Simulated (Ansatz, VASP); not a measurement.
# Sb in VASP and in Ansatz

```
Sb
1.0
     4.06868    0.00000    0.00000
    -2.03434    3.52358    0.00000
     0.00000    0.00000   20.80003
Sb
4
Direct
  0.33333 0.66667 0.29567
  0.66667 0.33333 0.21635
  0.88889 0.22222 0.56010
  0.55556 0.55556 0.48077
```

Alike in both runs: task single point; functional PBE; dispersion D3(BJ); k mesh 9 × 9 × 1; occupations gaussian, width 0.05 eV; no spin polarisation.

```csv
,VASP,Ansatz
version,VASP 6.6.1,Ansatz 0.2.0
potentials or method,"VASP PAW PBE potentials, release 64 (Sb), cutoff 520 eV","scalar-relativistic, plane waves, PAW"
valence electrons in the cell,20,60
```

Ansatz gave:

* gap on the k mesh at the Fermi level (eV): 0.88
* least direct gap on the mesh (eV): 1.44
* rms of the force components (eV/Å): 0.030

Task: Which values does VASP return?

Result: gap on the k mesh at the Fermi level (eV): 0.89; least direct gap on the mesh (eV): 1.41; rms of the force components (eV/Å): 0.070.

Atom by atom the forces differ by 0.050 eV/Å (rms over components). VASP's potentials hold 20 valence electrons a cell and Ansatz's 60, so a difference there can come from the potentials and not from the codes.

Spin-orbit coupling is off throughout.
